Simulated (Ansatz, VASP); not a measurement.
**Two plane-wave programs on KBr**

```
K Br
1.0
     3.97632    0.00000    0.00000
     0.00000    3.97632    0.00000
     0.00000    0.00000    3.97632
K Br
1 1
Cartesian
  0.0000 0.0000 0.0000
  1.9882 1.9882 1.9882
```

Alike in both runs: task single point; functional HSE06; k mesh 4 × 4 × 4; no spin polarisation.

|  | VASP | Ansatz |
| --- | --- | --- |
| version | VASP 6.6.1 | Ansatz 0.2.0 |
| potentials or method | VASP PAW PBE potentials, release 64 (K_sv, Br) | plane waves, PAW |
| plane-wave cutoff (eV) | 520 | 420 |
| occupations | gaussian, width 0.01 eV | fixed |
| valence electrons in the cell | 16 | 16 |

|  | VASP | Ansatz | Ansatz less VASP |
| --- | --- | --- | --- |
| gap on the k mesh at the Fermi level (eV) | 5.19 | 5.19 | +0.003 |
| pressure (GPa) | 0.5 | 0.5 | -0.02 |

Ansatz's warnings: stress exchange threshold loose, stress scf threshold loose.
